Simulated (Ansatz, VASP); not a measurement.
NiPt in VASP and in Ansatz

```
CELL_PARAMETERS angstrom
2.70994 0.00000 0.00000
0.00000 2.70994 0.00000
0.00000 0.00000 3.57832
ATOMIC_POSITIONS crystal
Ni 0.50000 0.50000 0.50000
Pt 0.00000 0.00000 0.00000
```

Alike in both runs: task single point; functional LDA; k mesh 11 × 11 × 8; occupations fermi-dirac, width 0.1 eV; collinear spin.

|  | VASP | Ansatz |
| --- | --- | --- |
| version | VASP 6.6.1 | Ansatz 0.2.0 |
| potentials or method | VASP PAW LDA potentials, release 64 (Ni, Pt), cutoff 520 eV | all-electron LAPW, scalar-relativistic |

```tsv
	VASP	Ansatz	Ansatz less VASP
pressure (GPa)	-12.2	-12.4	-0.20
traceless stress, the component that is largest in VASP (GPa)	0.61	0.90	+0.292
net moment per atom (μB)	0.18	0.30	+0.125
size of the moment on the site where the two differ most (μB)	0.25	0.44	+0.184
```

The net moments are unlike, so the other rows may belong to different states. LDA's correlation is that of Perdew and Zunger in VASP and of Perdew and Wang (1992) in Ansatz. Site moments also hang on the region over which each program counts them. Ansatz ran all-electron here, and VASP with PAW potentials.

Neither program's run includes spin-orbit coupling.
